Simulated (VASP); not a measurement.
BN: single point with PBE-based screened hybrid

The system is BN.

```xyz
2
Lattice="0.0000 1.7458 1.7458 1.7458 0.0000 1.7458 1.7458 1.7458 0.0000" Properties=species:S:1:pos:R:3 pbc="T T T"
B     0.0000    0.0000    0.0000
N     1.7458    1.7458    1.7458
```

```
Program             : VASP 6.6.1
Task                : single point
Functional          : PBE-based screened hybrid
Potentials or basis : VASP PAW PBE potentials, release 64 (B, N)
Cutoff              : 520 eV
k mesh              : 6 × 6 × 6
Occupations         : gaussian, width 0.01 eV
Spin                : no spin polarisation
```

| Quantity | Value |
| --- | --- |
| Pressure | 1.4 GPa |
| Band gap on the k mesh | 1.33 eV, indirect (least direct gap 6.06 eV) |

Levels at points of the mesh, in eV from the valence-band top:
```csv
k point,band 1,band 2,band 3,band 4,band 5,band 6,band 7,band 8,band 9
"(0.00, 0.00, 0.00)",-22.98,-0.96,-0.96,-0.96,9.45,12.37,12.37,12.37,18.77
"(0.50, 0.00, 0.00)",-17.70,-12.88,-0.70,-0.70,5.36,5.36,7.45,14.03,22.99
"(0.50, 0.50, 0.00)",-14.84,-12.16,-5.80,-5.80,1.33,8.94,14.98,14.98,16.65
```

Wall time 100 s on 1 thread of Intel(R) Xeon(R) Platinum 8488C (Sapphire Rapids), with other jobs on the host, peak memory 0.21 GiB.

Caveat: the k points lie up to 0.52 Å⁻¹ apart; the PAW data sets were made with another functional, which shifts forces and pressure a little. A k mesh can miss the band edges.
